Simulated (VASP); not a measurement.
Crystal: Ru.

```
Ru
1.0
     2.65056    0.00000    0.00000
    -1.32528    2.29546    0.00000
     0.00000    0.00000    4.19449
Ru
2
Cartesian
  1.3253 0.7652 3.1459
  0.0000 1.5303 1.0486
```

Base run:

- Program: VASP 6.6.1
- Functional: revPBE
- Dispersion: D3(BJ)
- Potentials or basis: VASP PAW PBE potentials, release 64 (Ru_pv)
- Cutoff: 520 eV
- k mesh: 11 × 11 × 6
- Occupations: fermi-dirac, width 0.05 eV
- Spin: no spin polarisation

Its results: band gap on the k mesh zero (band 14 reaches 15.71 eV, above the bottom of band 15 at 12.34 eV); pressure 15.4 GPa.

Task: The run is repeated on the same cell with these changes: functional from revPBE to PBEsol. What comes out?

Result: Band gap on the k mesh zero (band 14 reaches 15.53 eV, above the bottom of band 15 at 12.14 eV); pressure 8.7 GPa.

PBEsol binds more tightly than revPBE, so the same cell stands under less pressure.

Caveats: the PAW data sets were made with another functional, which shifts forces and pressure a little; pairwise dispersion overbinds metals, which lowers pressure and volume.
